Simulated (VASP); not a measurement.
Set up this calculation in VASP 6.6.1, as the native input.

- Task: single point
- Functional: PBE
- Potentials or basis: VASP PAW PBE potentials, release 64 (Al, H)
- Cutoff: 520 eV
- k mesh: 5 × 3 × 1
- Occupations: gaussian, width 0.1 eV
- Spin: no spin polarisation
- Dipole correction: yes
- Further INCAR settings: LREAL = Auto; ALGO = Normal; EDIFF = 1e-06; NBANDS = 44

The structure of Al9H lies in POSCAR:

```
Al9H
1.0
    5.7070863109      0.0000000000      0.0000000000
   -1.4267715777      9.7014842373      0.0000000000
    0.0000000000      0.0000000000     22.7903703632
Al H
18 2
Direct
    0.2662216041      0.0648864163      0.1755127247
    0.7662216041      0.0648864163      0.1755127247
    0.3354806058      0.3419224231      0.2192029853
    0.8354806058      0.3419224231      0.2192029853
    0.1493324061      0.5973296244      0.2279410374
    0.6493324061      0.5973296244      0.2279410374
    0.4631842064      0.8527368258      0.2366790895
    0.9631842064      0.8527368258      0.2366790895
    0.0319772084      0.1277109167      0.2808262503
    0.5319772084      0.1277109167      0.2808262503
    0.0997917590      0.4042231279      0.3301071124
    0.5997917590      0.4042231279      0.3301071124
    0.4144000530      0.6596656505      0.3369822082
    0.9144000530      0.6596656505      0.3369822082
    0.2263076920      0.9110819249      0.3449259127
    0.7263076920      0.9110819249      0.3449259127
    0.2962427236      0.1814071990      0.3857054635
    0.7962427236      0.1814071990      0.3857054635
    0.4193609451      0.9110819249      0.5173400070
    0.5332544390      0.9110819249      0.5173400070
```

One way to write it, as run:

INCAR

```
PREC = Accurate
ENCUT = 520
EDIFF = 1E-6
ISMEAR = 0
SIGMA = 0.1
LREAL = Auto
LASPH = T
NELM = 100
ALGO = Normal
ISIF = 2
LWAVE = F
LCHARG = T
LDIPOL = T
IDIPOL = 3
DIPOL = 0.5 0.5 0.306
GGA = PE
LELF = T
LVHAR = T
LVACPOTAV = T
NBANDS = 44
```

KPOINTS

```
regular mesh
0
Gamma
  5 3 1
```

Potentials or basis: VASP PAW PBE potentials, release 64 (Al, H).

The run is started by

```bash
$ cat potpaw_PBE.64/Al/POTCAR potpaw_PBE.64/H/POTCAR > POTCAR
$ mpirun -np 1 vasp_std > vasp.out
```

It gave:

```yaml
Largest_force: 4.885 eV/Å
Band_gap_on_the_k_mesh: zero (bands 28 and 29 overlap by 0.73 eV)
```

Run time: 21 min on 1 thread of Intel(R) Xeon(R) Platinum 8259CL CPU @ 2.50GHz (Skylake/Cascade Lake), with other jobs on the host, peak memory 1.2 GiB.
